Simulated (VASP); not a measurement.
Wanted: the native input for a VASP 6.6.1 run.

| Quantity | Value |
| --- | --- |
| Task | single point |
| Functional | PBE |
| Potentials or basis | VASP PAW PBE potentials, release 64 (Mg) |
| Cutoff | 520 eV |
| k mesh | 10 × 10 × 5 |
| Occupations | fermi-dirac, width 0.05 eV |
| Spin | no spin polarisation |
| Dipole correction | no |
| Further INCAR settings | ALGO = Normal; EDIFF = 1e-06; NBANDS = 9 |

The structure of Mg lies in POSCAR:

```
Mg
1.0
    3.3376720000      0.0000000000      0.0000000000
   -1.6688360000      2.7793353284      0.0000000000
    0.0000000000      0.0000000000      5.2103000000
Mg
2
Direct
    0.6692327349      0.3384654697      0.7500000000
    0.3307672651      0.6615345303      0.2500000000
```

One way to write it, as run:

INCAR

```
SYSTEM = Mg
  ALGO = Normal
  EDIFF = 1E-6
  ENCUT = 520
  GGA = PE
  ISIF = 2
  ISMEAR = -1
  LASPH = .True.
  LCHARG = .False.
  LREAL = .False.
  LWAVE = .False.
  NBANDS = 9
  NELM = 100
  PREC = Accurate
  SIGMA = 0.05
```

KPOINTS

```
k-points
0
Gamma
  10 10 5
  0 0 0
```

Potentials or basis: VASP PAW PBE potentials, release 64 (Mg).

Run with:

```bash
$ cat potpaw_PBE.64/Mg/POTCAR > POTCAR
$ mpirun -np 1 vasp_std > vasp.out
```

Results of the run:

| Quantity | Value |
| --- | --- |
| Pressure | -1.8 GPa |
| Largest force | 0.012 eV/Å |
| Band gap on the k mesh | zero (band 2 reaches 3.19 eV, above the bottom of band 3 at 1.30 eV) |

Wall time 22 s on 1 thread of Oxide Virtual Turin-like Processor, with other jobs on the host, peak memory 0.15 GiB.
